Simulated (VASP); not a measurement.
A run of VASP 6.6.1:

The input INCAR:

```
SYSTEM = Mo3C
PREC = Accurate
ENCUT = 600
EDIFF = 1E-6
ISMEAR = 0
SIGMA = 0.1
LREAL = .FALSE.
LASPH = .TRUE.
NELM = 80
ALGO = Normal
ISIF = 3
LWAVE = .FALSE.
LCHARG = .FALSE.
GGA = PE
IBRION = 2
NSW = 100
EDIFFG = -0.01
```

File KPOINTS:

```
regular mesh
0
G
  12 12 12
  0 0 0
```

File POSCAR:

```
Mo3C
1.0
    3.7559393109      0.0000000000      0.0000000000
    0.0000000000      3.7559393109      0.0000000000
    0.0000000000      0.0000000000      3.7559393109
Mo C
3 1
Direct
    0.0000000000      0.5000000000      0.5000000000
    0.5000000000      0.0000000000      0.5000000000
    0.5000000000      0.5000000000      0.0000000000
    0.0000000000      0.0000000000      0.0000000000
```

Potentials or basis: VASP PAW PBE potentials, release 64 (Mo_sv, C).

Run with:

```console
$ cat potpaw_PBE.64/Mo_sv/POTCAR potpaw_PBE.64/C/POTCAR > POTCAR
$ mpirun -np 1 vasp_std > vasp.out
```

Hardware: 1 thread of Intel Xeon 6975P-C (shared host).

Question: How long does it take, and how much memory?

Answer: It took 2.9 min on 1 thread of Intel Xeon 6975P-C, with other jobs on the host, peak memory 0.26 GiB. Counts: scf iterations 27, k points 84, ion steps 3.
